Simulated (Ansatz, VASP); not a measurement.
## GaN in VASP and in Ansatz

```
Ga N
1.0
     0.00000    2.25350    2.15209
     2.25350    0.00000    2.15209
     2.25350    2.25350    0.00000
Ga N
1 1
Direct
  0.00000 0.00000 0.00000
  0.75000 0.75000 0.75000
```

Change from the starting cell: strain -0.0450 x Voigt [0, 0, 1, 0, 0, 0], atoms carried along.

Alike in both runs: task single point; functional PBE; k mesh 10 × 10 × 10; occupations gaussian, width 0.05 eV; no spin polarisation.

|  | VASP | Ansatz |
| --- | --- | --- |
| version | VASP 6.6.1 | Ansatz 0.2.0 |
| potentials or method | VASP PAW PBE potentials, release 64 (Ga_d, N), cutoff 520 eV | scalar-relativistic, plane waves, PAW |
| valence electrons in the cell | 18 | 18 |

Ansatz gave:

```
gap on the k mesh at the Fermi level (eV)                     : 1.87
least direct gap on the mesh (eV)                             : 1.87
pressure (GPa)                                                : 14.7
traceless stress, the component that is largest in VASP (GPa) : 3.11
```

Question: What did VASP give for the same quantities?

Answer: gap on the k mesh at the Fermi level (eV): 1.88; least direct gap on the mesh (eV): 1.88; pressure (GPa): 14.7; traceless stress, the component that is largest in VASP (GPa): 3.13.

The functional is the same, so the differences come from potentials, cutoffs and numerics.
